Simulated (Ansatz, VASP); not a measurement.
## One calculation of ZnS, two programs

```
Zn S
1.0
     3.84607    0.00209    0.00234
    -1.92122    3.33018   -0.00062
     0.00383    0.00104    6.30292
Zn S
2 2
Cartesian
  0.0011 2.2208 0.0334
  1.9249 1.1117 3.1856
  0.0018 2.2213 2.3940
  1.9287 1.1125 5.5466
```

Change from the starting cell: all atoms moved at random, sigma 0.1 Å a component; relaxed back.

Alike in both runs: functional PBE; k mesh 6 × 6 × 4; occupations gaussian, width 0.05 eV; no spin polarisation.

Ansatz relaxed the structure, and its values are those at the end. VASP's run is a single point on that final structure, the one shown.

|  | VASP | Ansatz |
| --- | --- | --- |
| version | VASP 6.6.1 | Ansatz 0.2.0 |
| potentials or method | VASP PAW PBE potentials, release 64 (Zn, S), cutoff 500 eV | scalar-relativistic, plane waves, PAW |
| valence electrons in the cell | 36 | 36 |

Ansatz gave:

```
gap on the k mesh at the Fermi level (eV) : 2.08
least direct gap on the mesh (eV)         : 2.08
pressure (GPa)                            : 0.0
```

Q: What did VASP give for the same quantities?

A: gap on the k mesh at the Fermi level (eV): 2.08; least direct gap on the mesh (eV): 2.08; pressure (GPa): 0.2.
